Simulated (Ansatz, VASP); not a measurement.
# TlGaSe3 in VASP and in Ansatz

```xyz
5
Lattice="5.1030 0.0000 0.0000 0.0000 5.1030 0.0000 0.0000 0.0000 5.1030" Properties=species:S:1:pos:R:3 pbc="T T T"
Tl    2.5515    2.5515    2.5515
Ga    0.0000    0.0000    0.0000
Se    2.5515    0.0000    0.0000
Se    0.0000    2.5515    0.0000
Se    0.0000    0.0000    2.5515
```

Alike in both runs: functional PBE; k mesh 8 × 8 × 8; occupations gaussian, width 0.1 eV; no spin polarisation.

Ansatz relaxed the structure, and its values are those at the end. VASP's run is a single point on that final structure, the one shown.

```csv
,VASP,Ansatz
version,VASP 6.6.1,Ansatz 0.2.0
potentials or method,"VASP PAW PBE potentials, release 64 (Tl_d, Ga_d, Se), cutoff 520 eV","scalar-relativistic, plane waves, PAW"
valence electrons in the cell,44,74
```

```csv
,VASP,Ansatz,Ansatz less VASP
gap on the k mesh at the Fermi level (eV),none,none,-
pressure (GPa),0.0,0.0,-0.04
```

A gap of «none» marks a metal or a gap that the smearing closes. The functional is the same, so the differences come from potentials, cutoffs and numerics. VASP's potentials hold 44 valence electrons a cell and Ansatz's 74, so a difference there can come from the potentials and not from the codes.

Spin-orbit coupling is off throughout.
